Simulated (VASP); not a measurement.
Set up this calculation in VASP 6.6.1, as the native input.

```
Task                   : single point
Functional             : r2SCAN
Potentials or basis    : VASP PAW PBE potentials, release 64 (Zr_sv, S)
Cutoff                 : 520 eV
k mesh                 : 16 × 16 × 16
Occupations            : gaussian, width 0.15 eV
Spin                   : no spin polarisation
Dipole correction      : no
Further INCAR settings : ALGO = Normal; EDIFF = 1e-06; NBANDS = 16
```

The system is ZrS.

```
Zr S
1.0
     0.00000    2.48719    2.62500
     2.76281    0.00000    2.62500
     2.76281    2.48719    0.00000
Zr S
1 1
Direct
  0.00000 0.00000 0.00000
  0.50000 0.50000 0.50000
```

This cell differs from its parent crystal: strain +0.0525 x Voigt [1, -1, 0, 0, 0, 0].

One way to write it, as run:

POSCAR

```
ZrS
1.0
    0.0000000000      2.4871875000      2.6250000000
    2.7628125000      0.0000000000      2.6250000000
    2.7628125000      2.4871875000      0.0000000000
Zr S
1 1
Direct
    0.0000000000      0.0000000000      0.0000000000
    0.5000000000      0.5000000000      0.5000000000
```

INCAR.step1

```
SYSTEM = ZrS
PREC     = Accurate       ! precision mode
ENCUT    = 520            ! plane-wave cutoff, eV
ISMEAR   = 0              ! smearing method
SIGMA    = 0.15           ! smearing width, eV
LREAL    = .FALSE.        ! projectors in reciprocal space
LASPH    = .TRUE.         ! aspherical terms in the spheres
NELM     = 100            ! most SCF steps
NBANDS   = 16             ! bands
GGA      = PE             ! functional
ALGO     = Normal         ! electronic algorithm
EDIFF    = 1E-4           ! SCF threshold, eV
LWAVE    = .TRUE.         ! write WAVECAR
LCHARG   = .FALSE.        ! write CHGCAR
```

INCAR.step2

```
SYSTEM = ZrS
PREC     = Accurate       ! precision mode
ENCUT    = 520            ! plane-wave cutoff, eV
EDIFF    = 1E-6           ! SCF threshold, eV
ISMEAR   = 0              ! smearing method
SIGMA    = 0.15           ! smearing width, eV
LREAL    = .FALSE.        ! projectors in reciprocal space
LASPH    = .TRUE.         ! aspherical terms in the spheres
NELM     = 100            ! most SCF steps
ALGO     = Normal         ! electronic algorithm
ISIF     = 2              ! what is computed and relaxed
LWAVE    = .FALSE.        ! write WAVECAR
LCHARG   = .TRUE.         ! write CHGCAR
METAGGA  = R2SCAN         ! meta-GGA
LMIXTAU  = .TRUE.       
LELF     = .TRUE.         ! ELF
LVHAR    = .TRUE.       
NBANDS   = 16             ! bands
ISTART   = 1
```

KPOINTS

```
regular mesh
0
G
  16 16 16
  0 0 0
```

Potentials or basis: VASP PAW PBE potentials, release 64 (Zr_sv, S).

Launch:

```console
$ cat potpaw_PBE.64/Zr_sv/POTCAR potpaw_PBE.64/S/POTCAR > POTCAR
$ cp INCAR.step1 INCAR
$ mpirun -np 1 vasp_std > vasp.out
$ cp INCAR.step2 INCAR
$ mpirun -np 1 vasp_std > vasp.out
```

It gave:

| Quantity | Value |
| --- | --- |
| Pressure | 1.3 GPa |
| Band gap on the k mesh | zero (band 9 reaches 12.32 eV, above the bottom of band 10 at 9.44 eV) |

Caveat: the cell differs from its parent crystal (strain +0.0525 x Voigt [1, -1, 0, 0, 0, 0]); the PAW data sets were made with another functional, which shifts forces and pressure a little.

It took 11 min on 1 thread of AMD EPYC 9R45 96-Core Processor (Zen 5) (shared host), peak memory 0.42 GiB.
